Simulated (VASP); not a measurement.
# Sr (P6/mmm) in VASP: further runs

The runs below take Sr through single point, with LDA.

Everything below comes from runs of VASP 6.6.1. Logs are shortened: lines on timing, memory, paths and dates and some standing lists are left out, and cuts for length are marked.

## Step 1: The cell of the first run

It takes space group P6/mmm (No. 191, hexagonal). Conventional cell: a = 3.467 Å, b = 3.467 Å, c = 3.164 Å, α = 90.00°, β = 90.00°, γ = 120.00°. Sr (site symmetry 6/mmm) has 8 Sr at 3.16 to 3.47 Å within 4.2 Å.

## Step 2: Single point, LDA

INCAR

```
SYSTEM = Sr
PREC = Accurate ; ENCUT = 520
EDIFF = 1E-6 ; ISMEAR = -1
SIGMA = 0.1 ; LREAL = .False.
LASPH = .True. ; NELM = 60
ALGO = Normal ; ISIF = 2
LWAVE = .False. ; LCHARG = .False.
GGA = CA ; NBANDS = 11
```

KPOINTS

```
regular mesh
0
Gamma
  13 13 12
  0 0 0
```

POSCAR

```
Sr
1.0
    3.4667264270      0.0000000000      0.0000000000
   -1.7333632135      3.0022731537      0.0000000000
    0.0000000000      0.0000000000      3.1635592409
Sr
1
Direct
    0.0000000000      0.0000000000      0.0000000000
```

Potentials or basis: VASP PAW LDA potentials, release 64 (Sr_sv).

On the command line:

```bash
cat potpaw_LDA.64/Sr_sv/POTCAR > POTCAR
mpirun -np 1 vasp_std > vasp.out
```

OUTCAR:

```text
SYSTEM = Sr
   PREC = Accurate
   ENCUT = 520
   EDIFF = 1E-6
   ISMEAR = -1
   LREAL = .False.
   LASPH = .True.
   NELM = 60
   ISIF = 2
   GGA = CA

 ion  position               nearest neighbor table
   1  0.000  0.000  0.000-

  LATTYP: Found a hexagonal cell.
 ALAT       =     3.4667264270
 C/A-ratio  =     0.9125494346

  Lattice vectors:

 A1 = (   3.4667264270,   0.0000000000,   0.0000000000)
 A2 = (  -1.7333632135,   3.0022731537,   0.0000000000)
 A3 = (   0.0000000000,   0.0000000000,   3.1635592409)

Analysis of symmetry for initial positions (statically):
=====================================================================
 Subroutine PRICEL returns:
 Original cell was already a primitive cell.

 Routine SETGRP: Setting up the symmetry group for a
 hexagonal supercell.

 Subroutine GETGRP returns: Found 24 space group operations
 (whereof 24 operations were pure point group operations)
 out of a pool of 24 trial point group operations.

The static configuration has the point symmetry D_6h.

Analysis of symmetry for dynamics (positions and initial velocities):
=====================================================================
 Subroutine PRICEL returns:
 Original cell was already a primitive cell.

 Routine SETGRP: Setting up the symmetry group for a
 hexagonal supercell.

 Subroutine GETGRP returns: Found 24 space group operations
 (whereof 24 operations were pure point group operations)
 out of a pool of 24 trial point group operations.

The dynamic configuration has the point symmetry D_6h.

 Subroutine INISYM returns: Found 24 space group operations
 (whereof 24 operations are pure point group operations),
 and found     1 'primitive' translations

----------------------------------------------------------------------------------------

                                     Primitive cell

  volume of cell :      32.9265

  direct lattice vectors                    reciprocal lattice vectors
     3.466726427  0.000000000  0.000000000     0.288456566  0.166540476  0.000000000
    -1.733363214  3.002273154  0.000000000     0.000000000  0.333080952  0.000000000
     0.000000000  0.000000000  3.163559241     0.000000000  0.000000000  0.316099660

  length of vectors
     3.466726427  3.466726427  3.163559241     0.333080952  0.333080952  0.316099660

  position of ions in fractional coordinates (direct lattice)
     0.000000000  0.000000000  0.000000000

  ion indices of the primitive-cell ions
   primitive index   ion index
                 1           1

----------------------------------------------------------------------------------------

 KPOINTS: regular mesh

Automatic generation of k-mesh.
 Grid dimensions read from file:
 generate k-points for:   13   13   12

 Generating k-lattice:

  Cartesian coordinates                     Fractional coordinates (reciprocal lattice)
     0.022188967  0.012810806  0.000000000     0.076923077  0.000000000  0.000000000
     0.000000000  0.025621612  0.000000000     0.000000000  0.076923077  0.000000000
     0.000000000  0.000000000  0.026341638     0.000000000  0.000000000  0.083333333

  Length of vectors
     0.025621612  0.025621612  0.026341638

  Shift w.r.t. Gamma in fractional coordinates (k-lattice)
     0.000000000  0.000000000  0.000000000

 Subroutine IBZKPT returns following result:
 ===========================================

 Found    147 irreducible k-points:

 Following reciprocal coordinates:
            Coordinates               Weight
  0.000000  0.000000  0.000000      1.000000
  0.076923  0.000000  0.000000      6.000000
  0.153846  0.000000  0.000000      6.000000
  0.230769  0.000000  0.000000      6.000000
  0.307692  0.000000  0.000000      6.000000
  0.384615  0.000000  0.000000      6.000000
[... 16 lines left out ...]
  0.076923  0.000000  0.083333     12.000000
  0.153846  0.000000  0.083333     12.000000
 [... further k-points ...]
   k-points           NKPTS =    147   k-points in BZ     NKDIM =    147   number of bands    NBANDS=     11
   number of dos      NEDOS =    301   number of ions     NIONS =      1
   total plane-waves  NPLWV =  18816
   dimension x,y,z NGX =    28 NGY =   28 NGZ =   24
   dimension x,y,z NGXF=    56 NGYF=   56 NGZF=   48
   ions per type =               1
   NGX,Y,Z   is equivalent  to a cutoff of  13.43, 13.43, 12.61 a.u.
   NGXF,Y,Z  is equivalent  to a cutoff of  26.85, 26.85, 25.22 a.u.
 SYSTEM =  Sr
   PREC   = accura    normal or accurate (medium, high low for compatibility)
   ISTART =      0    job   : 0-new  1-cont  2-samecut
   ICHARG =      2    charge: 1-file 2-atom 10-const
   ISPIN  =      1    spin polarized calculation?
   LNONCOLLINEAR =      F non collinear calculations
   LSORBIT =      F    spin-orbit coupling
   LASPH  =      T    aspherical Exc in radial PAW
   ENCUT  =  520.0 eV  38.22 Ry    6.18 a.u.   6.45  6.45  5.88*2*pi/ulx,y,z
   NELM   =     60;   NELMIN=  2; NELMDL= -5     # of ELM steps
   EDIFF  = 0.1E-05   stopping-criterion for ELM
   LREAL  =      F    real-space projection
   EDIFFG = 0.1E-04   stopping-criterion for IOM
   NSW    =      0    number of steps for IOM
   IBRION =     -1    ionic relax: 0-MD 1-quasi-New 2-CG
   NFREE  =      0    steps in history (QN), initial steepest desc. (CG)
   ISIF   =      2    stress and relaxation
   ISYM   =      2    0-nonsym 1-usesym 2-fastsym
   POTIM  = 0.5000    time-step for ionic-motion
   TEBEG  =    0.0;   TEEND  =   0.0 temperature during run
   PSTRESS=    0.0 pullay stress
   NELECT =      10.0000    total number of electrons
   NUPDOWN=      -1.0000    fix difference up-down
   EMIN   =  10.00;   EMAX   =-10.00  energy-range for DOS
   EFERMI =   0.00;   METHOD = LEGACY
   ISMEAR =    -1;   SIGMA  =   0.10  broadening in eV -4-tet -1-fermi 0-gaus
   EFERMI_NEDOS =   21; number of points for ismear=-14 and -15
   IALGO  =     38    algorithm
   IMIX   =      4    mixing-type and parameters
     AMIX     =   0.40;   BMIX     =  1.00
     AMIX_MAG =   1.60;   BMIX_MAG =  1.00
  volume/ion in A,a.u.               =      32.93       222.20
  Fermi-wavevector in a.u.,A,eV,Ry     =   1.100423  2.079498 16.475708  1.210930
  Thomas-Fermi vector in A             =   2.236834
   LORBIT       =      0    0 simple, 1 ext, 2 COOP (PROOUT), +10 PAW based schemes
   GGA     = CA    functional components
   LHFCALC =     F    Hartree Fock is set to
   AEXX    =    0.0000 exact exchange contribution
   IVDW    =     0    specifies the selected vdW correction
   LEPSILON=     F    determine dielectric tensor
   LRPA    =     F    only Hartree local field effects (RPA)
 non-spin polarized calculation
  energy-cutoff  :      520.00
  volume of cell :       32.93
 maximum number of plane-waves:       906
 NGX is ok and might be reduce to    28

 number of electron      10.0000000 magnetization

 Free energy of the ion-electron system (eV)
  ---------------------------------------------------
  ext. energy  EPLUGINS =         0.00000000
  ---------------------------------------------------
  free energy    TOTEN  =        -1.40434995 eV

  energy without entropy =       -1.38243528  energy(sigma->0) =       -1.39339261

 E-fermi :   3.4443     XC(G=0):  -9.3483

 val. band max:        3.3534565390   @ k =   0.4615   0.0000   0.3333
 cond. band min:       3.4544938108   @ k =   0.4615   0.0769   0.3333
 fundamental gap:      0.1010372718
 Fermi energy:         3.4443454029

 k-point     1 :       0.0000    0.0000    0.0000
  band No.  band energies     occupation
      1     -32.5007      2.00000
      2     -14.0993      2.00000
      3     -14.0993      2.00000
      4     -13.9152      2.00000
      5      -0.5931      2.00000
      6       3.7723      0.07256
      7       6.1558      0.00000
      8       6.1558      0.00000
      9      11.1669      0.00000
     10      11.1669      0.00000
     11      12.4155      0.00000

 k-point     2 :       0.0769    0.0000    0.0000
  band No.  band energies     occupation
      1     -32.4929      2.00000
      2     -14.1694      2.00000
      3     -14.1139      2.00000
      4     -13.9083      2.00000
      5      -0.4305      2.00000
      6       3.8449      0.03578
      7       5.8748      0.00000
      8       6.3155      0.00000
      9      10.8064      0.00000
     10      11.1239      0.00000
     11      12.9321      0.00000

 k-point     3 :       0.1538    0.0000    0.0000
  band No.  band energies     occupation
      1     -32.4713      2.00000
      2     -14.3583      2.00000
      3     -14.1542      2.00000
      4     -13.8893      2.00000
      5       0.0226      2.00000
      6       4.0357      0.00539
      7       5.2764      0.00000
      8       6.7864      0.00000
      9      10.0732      0.00000
     10      11.0080      0.00000
     11      14.2118      0.00000

 k-point     4 :       0.2308    0.0000    0.0000
  band No.  band energies     occupation
      1     -32.4406      2.00000
      2     -14.6129      2.00000
      3     -14.2102      2.00000
      4     -13.8622      2.00000
      5       0.6676      2.00000
      6       4.1677      0.00144
      7       4.8286      0.00000
      8       7.5436      0.00000
      9       9.3314      0.00000
     10      10.8519      0.00000
     11      14.1773      0.00000

 k-point     5 :       0.3077    0.0000    0.0000
  band No.  band energies     occupation
      1     -32.4077      2.00000
      2     -14.8700      2.00000
      3     -14.2686      2.00000
      4     -13.8333      2.00000
      5       1.3424      2.00000
      6       3.9675      0.01063
      7       4.9177      0.00000
      8       8.5430      0.00000
      9       8.7182      0.00000
     10      10.6946      0.00000
     11      13.2611      0.00000
[... 211 lines left out ...]
 k-point    21 :       0.3077    0.3077    0.0000
  band No.  band energies     occupation
      1     -32.3465      2.00000
      2     -14.9503      2.00000
      3     -14.7859      2.00000
      4     -13.7796      2.00000
      5       3.8154      0.04775
      6       3.8747      0.02668
      7       4.4114      0.00013
      8       8.6592      0.00000
      9       9.1003      0.00000
     10      10.2788      0.00000
     11      11.5002      0.00000

 k-point    22 :       0.0000    0.0000    0.0833
  band No.  band energies     occupation
      1     -32.4890      2.00000
      2     -14.0894      2.00000
      3     -14.0894      2.00000
      4     -14.0307      2.00000
      5      -0.4332      2.00000
      6       3.9507      0.01257
      7       6.2100      0.00000
      8       6.2100      0.00000
      9      10.7678      0.00000
     10      10.7678      0.00000
     11      12.5115      0.00000

 k-point    23 :       0.0769    0.0000    0.0833
  band No.  band energies     occupation
      1     -32.4813      2.00000
      2     -14.1596      2.00000
      3     -14.1039      2.00000
      4     -14.0226      2.00000
      5      -0.2720      2.00000
      6       4.0244      0.00603
      7       5.9314      0.00000
      8       6.3687      0.00000
      9      10.3795      0.00000
     10      10.7178      0.00000
     11      13.0215      0.00000

 k-point    24 :       0.1538    0.0000    0.0833
  band No.  band energies     occupation
      1     -32.4597      2.00000
      2     -14.3473      2.00000
      3     -14.1440      2.00000
      4     -14.0018      2.00000
      5       0.1764      2.00000
      6       4.2177      0.00088
      7       5.3377      0.00000
      8       6.8360      0.00000
      9       9.6109      0.00000
     10      10.5849      0.00000
     11      14.2783      0.00000

 [... further k-points ...]

------------------------ aborting loop because EDIFF is reached ----------------------------------------

  FORCE on cell =-STRESS in cart. coord.  units (eV):
  Direction    XX          YY          ZZ          XY          YZ          ZX
  --------------------------------------------------------------------------------------
  -------------------------------------------------------------------------------------
  Total        1.6783322      1.6783322      1.6913812      0.0000000     -0.0000000      0.0000000
  in kB       81.6662774     81.6662774     82.3012299      0.0000000     -0.0000000      0.0000000
  external PRESSURE =      81.8779282 kB  Pullay stress =       0.0000000 kB

 VOLUME and BASIS-vectors are now :
 -----------------------------------------------------------------------------
  energy-cutoff  :      520.00
  volume of cell :       32.93
      direct lattice vectors                 reciprocal lattice vectors
     3.466726427  0.000000000  0.000000000     0.288456566  0.166540476  0.000000000
    -1.733363214  3.002273154  0.000000000     0.000000000  0.333080952  0.000000000
     0.000000000  0.000000000  3.163559241     0.000000000  0.000000000  0.316099660

 POSITION                                       TOTAL-FORCE (eV/Angst)
 -----------------------------------------------------------------------------------
      0.00000      0.00000      0.00000        -0.000000      0.000000      0.000000
 -----------------------------------------------------------------------------------
    total drift:                               -0.000000     -0.000000      0.000000

  FREE ENERGIE OF THE ION-ELECTRON SYSTEM (eV)
  ---------------------------------------------------
  free  energy   TOTEN  =        -1.4043499517 eV

  energy  without entropy=       -1.3824352781  energy(sigma->0) =       -1.39339261
```

Run time: 14 s. Hardware: 1 thread of Intel Xeon 6975P-C (Granite Rapids), shared host; peak memory 0.17 GiB.

What came out:

* Free energy: -1.4043 eV
* Pressure: 8.2 GPa
* Band gap on the k mesh: zero (band 5 reaches 3.89 eV, above the bottom of band 6 at 3.21 eV)

Levels at points of the mesh, in eV from the Fermi level:
| k point | band 1 | band 2 | band 3 | band 4 | band 5 | band 6 | band 7 | band 8 | band 9 | band 10 |
| --- | --- | --- | --- | --- | --- | --- | --- | --- | --- | --- |
| (0.00, 0.00, 0.00) | -35.95 | -17.54 | -17.54 | -17.36 | -4.04 | 0.33 | 2.71 | 2.71 | 7.72 | 7.72 |
| (0.00, 0.00, 0.50) | -35.77 | -18.87 | -17.39 | -17.39 | -1.02 | 0.86 | 3.68 | 3.68 | 4.21 | 4.21 |

## Step 3: Single point, LDA

This run uses another cell than the first one: it holds 3 atoms, not 1.

INCAR

```
SYSTEM = Sr
PREC = Accurate
ENCUT = 520
EDIFF = 1E-7
ISMEAR = -1
SIGMA = 0.1
LREAL = .FALSE.
LASPH = .TRUE.
NELM = 100
ALGO = Normal
ISIF = 2
LWAVE = .FALSE.
LCHARG = .FALSE.
GGA = CA
NBANDS = 22
```

KPOINTS

```
regular mesh
0
G
  6 6 9
  0 0 0
```

POSCAR

```
Sr
1.0
    5.8586183753      0.0000000000      0.0000000000
   -2.9293091876      5.0737123441      0.0000000000
    0.0000000000      0.0000000000      3.4394677781
Sr
3
Direct
    0.0000000000      0.0000000000      0.0000000000
    0.3333333333      0.6666666667      0.5000000000
    0.6666666667      0.3333333333      0.5000000000
```

Potentials or basis: VASP PAW LDA potentials, release 64 (Sr_sv).

On the command line:

```bash
cat potpaw_LDA.64/Sr_sv/POTCAR > POTCAR
mpirun -np 1 vasp_std > vasp.out
```

It took 31 s on 1 thread of Intel Xeon 6975P-C (Granite Rapids), shared host; peak memory 0.22 GiB.

Results (log left out):

| Property | Result |
| --- | --- |
| Free energy | -4.7198 eV |
| Pressure | 8.1 GPa |
| Band gap on the k mesh | zero (band 15 reaches 3.91 eV, above the bottom of band 16 at 3.04 eV) |

Levels at points of the mesh, in eV from the Fermi level:
| k point | band 12 | band 13 | band 14 | band 15 | band 16 | band 17 | band 18 | band 19 |
| --- | --- | --- | --- | --- | --- | --- | --- | --- |
| (0.00, 0.00, 0.00) | -17.24 | -4.06 | -0.42 | 0.68 | 0.68 | 0.74 | 0.74 | 1.03 |
| (0.50, 0.00, 0.00) | -17.26 | -2.20 | -2.07 | -1.32 | 1.05 | 1.20 | 1.33 | 1.49 |
